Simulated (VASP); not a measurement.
A run of VASP 6.6.1:

The input INCAR:

```
SYSTEM = Si2Ni
PREC = Accurate
ENCUT = 520
EDIFF = 1E-6
ISMEAR = 0
SIGMA = 0.016
LREAL = .False.
LASPH = .True.
NELM = 150
ALGO = Normal
ISIF = 2
LWAVE = .False.
LCHARG = .False.
ISPIN = 2
MAGMOM = 1 0 0
LORBIT = 11
LMAXMIX = 4
GGA = PE
NBANDS = 20
```

Contents of KPOINTS:

```
Automatic mesh
0
Gamma
  9 9 9
  0 0 0
```

POSCAR

```
Si2Ni
1.0
    0.0000000000      2.7030000000      2.7030000000
    2.7030000000      0.0000000000      2.7030000000
    2.7030000000      2.7030000000      0.0000000000
Ni Si
1 2
Direct
    0.0000000000      0.0000000000      0.0000000000
    0.7500000000      0.7500000000      0.7500000000
    0.2500000000      0.2500000000      0.2500000000
```

Potentials or basis: VASP PAW PBE potentials, release 64 (Ni, Si).

The run is started by

```sh
$ cat potpaw_PBE.64/Ni/POTCAR potpaw_PBE.64/Si/POTCAR > POTCAR
$ mpirun -np 1 vasp_std > vasp.out
```

Hardware: 1 thread of AMD EPYC 9R45 96-Core Processor (Zen 5) (shared host).

Task: How long does it take, and how much memory?

Result: Wall time 30 s on 1 thread of AMD EPYC 9R45 96-Core Processor (Zen 5), on a shared host, peak memory 0.16 GiB. Counts: scf iterations 15, k points 35.
